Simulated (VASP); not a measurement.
A run of VASP 6.6.1 is set up as follows.

The input INCAR:

```
SYSTEM = AlN
PREC = Accurate
ENCUT = 520
EDIFF = 1E-7
ISMEAR = -1
SIGMA = 0.2361
LREAL = .False.
LASPH = .True.
NELM = 80
ALGO = Normal
ISIF = 2
LWAVE = .False.
LCHARG = .False.
GGA = PE
ISYM = 0
NBANDS = 41
```

Contents of KPOINTS:

```
regular mesh
0
Gamma
  1 1 1
  0 0 0
```

File POSCAR:

```
AlN
1.0
    5.2253880000      0.0754520000     -0.0146810000
    0.0754520000      5.6076760000      0.1886370000
   -0.0146810000      0.1886370000      5.5019230000
Al N
7 7
Direct
    0.5389866083      0.0153826073      0.3879711027
   -0.0607398001      0.6014273152      0.6949030066
    0.8171292546      0.0396406920      0.9106580687
   -0.0480029978      0.1874930316      0.3465319571
    0.1392439592      0.7044144881      0.2391659434
    0.4000521190      0.3428356166      0.7716895862
    0.5400343451      0.5321211998      0.1699881110
    0.1270227822      0.8500843239      0.7613162643
    0.3263931049      0.5154055564      0.4766701059
    0.8034755909      0.8596688597      0.2780087018
    0.2838329560      0.9945638232      0.6748281311
    0.5698236747      0.1999887515      0.0626894094
    0.1329088832      0.5346438951     -0.0276932965
    0.7919787723      0.2735399760      0.6721961176
```

Potentials or basis: VASP PAW PBE potentials, release 64 (Al, N).

The run is started by

```console
$ cat potpaw_PBE.64/Al/POTCAR potpaw_PBE.64/N/POTCAR > POTCAR
$ mpirun -np 1 vasp_gam > vasp.out
```

Problem. Estimate the largest force.

Solution. 4.940 eV/Å.

Problem. What does it give for the pressure?

Solution. 0.5 GPa.

Problem. What does it give for the band gap on the k mesh?

Solution. 1.78 eV.

Forces on the atoms (eV/Å):
```
Al  -4.660  0.058  0.721
Al  -1.733 -1.649 -0.113
Al   0.679 -2.500 -0.096
Al   2.720  1.258  0.813
Al  -2.239  1.025  0.583
Al   0.148 -0.768  0.494
Al   1.471 -0.693  0.235
N   -1.441  2.128  0.847
N   -0.111  0.260 -2.958
N    2.629 -2.391  0.114
N    3.555  3.263 -1.058
N   -2.087  1.583  2.589
N    0.904 -3.155  1.842
N    0.163  1.580 -4.013
```

Caveat: the k points lie up to 1.20 Å⁻¹ apart; the standard files for N, O and F lose accuracy on very short bonds.
